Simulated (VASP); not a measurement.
Runs of VASP 6.6.1 on YSi2Ir2. The structure is that of space group P4/nmm (No. 129), or close to it. The cells are those of the table. 

```csv
cell,gap on the mesh (eV),pressure (GPa),largest force (eV/Å)
"a = 4.126, b = 4.126, c = 9.848 Å, 10 atoms",none,(b),0.25
"a = 4.003, b = 4.003, c = 9.555 Å, 10 atoms",none,11.9,(a)
"a = 4.086, b = 4.086, c = 9.752 Å, 10 atoms",none,-1.9,0.38
"a = 4.045, b = 4.045, c = 9.655 Å, 10 atoms",none,4.4,0.54
"a = 4.165, b = 4.165, c = 9.942 Å, 10 atoms",none,-11.9,0.34
```

Alike in all rows: task single point; level LDA; potentials or basis VASP PAW LDA potentials, release 64 (Y_sv, Si, Ir); no spin polarisation; k mesh 7 × 7 × 3; cutoff (eV) 520; smearing methfessel-paxton 0.1 eV.

Task: Estimate the missing entries.

Result: (a) 0.72; (b) -7.3.

Caveats: spin-orbit coupling is left out, which moves the levels of the heavy elements.

A k mesh can miss the band edges, and the runs leave out spin-orbit coupling on Ir, Y.

A gap of «none» marks levels without a gap at the run's occupations.
